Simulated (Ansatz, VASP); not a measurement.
# Zr in VASP and in Ansatz

Contents of INCAR:

```
SYSTEM = Zr
PREC = Accurate
ENCUT = 520
EDIFF = 1E-8
ISMEAR = -1
SIGMA = 0.03
LREAL = .False.
LASPH = .True.
NELM = 60
ALGO = Normal
ISIF = 2
LWAVE = .False.
LCHARG = .False.
LEFG = .True.
NBANDS = 19
```

KPOINTS

```
regular mesh
0
Gamma
  13 13 7
  0 0 0
```

File POSCAR:

```
Zr
1.0
    3.2319982225     -0.0323199822     -0.0323199822
   -1.6439890369      2.8151525567     -0.0118299345
   -0.0514700000     -0.0514700000      5.1470000000
Zr
2
Direct
    0.3333333333      0.6666666667      0.2500000000
    0.6666666667      0.3333333333      0.7500000000
```

Input for Ansatz:

```yaml
crystal:
  lattice:
    - [3.2319982225, -0.0323199822, -0.0323199822]
    - [-1.6439890369, 2.8151525567, -0.0118299345]
    - [-0.05147, -0.05147, 5.147]
  atoms:
    - { symbol: Zr, position: [0.3333333333, 0.6666666667, 0.25] }
    - { symbol: Zr, position: [0.6666666667, 0.3333333333, 0.75] }
kpoints:
  mp_grid: { grid: [13, 13, 7] }
scf:
  occupations: { method: fermi_dirac, width: 0.03 }
hamiltonian:
  xc: lda
  pseudopotentials: { kind: all_electron, datasets: crystal }
output:
  forces: true
  stress: true
  eigenvalues: true
  efg: { contact_densities: true }
```

Change from the starting cell: equal xy, yz and zx shear strains of -2 %, crystal datasets.

Alike in both runs: task electric field gradients; functional LDA; k mesh 13 × 13 × 7; occupations fermi-dirac, width 0.03 eV; no spin polarisation.

|  | VASP | Ansatz |
| --- | --- | --- |
| version | VASP 6.6.1 | Ansatz 0.2.0 |
| potentials or method | VASP PAW LDA potentials, release 64 (Zr_sv), cutoff 520 eV | all-electron PAW with datasets made for the crystal, scalar-relativistic |

```csv
,VASP,Ansatz,Ansatz less VASP
pressure (GPa),-6.0,-6.1,-0.06
"traceless stress, the component that is largest in VASP (GPa)",0.83,0.83,+0.005
rms of the force components (eV/Å),0.021,0.021,0.0000
size of Vzz on the site where it differs most (V/Å²),42.8,42.9,+0.12
```

LDA's correlation is that of Perdew and Zunger in VASP and of Perdew and Wang (1992) in Ansatz. Atom by atom the forces differ by 0.000 eV/Å (rms over components). Ansatz ran all-electron here, and VASP with PAW potentials.
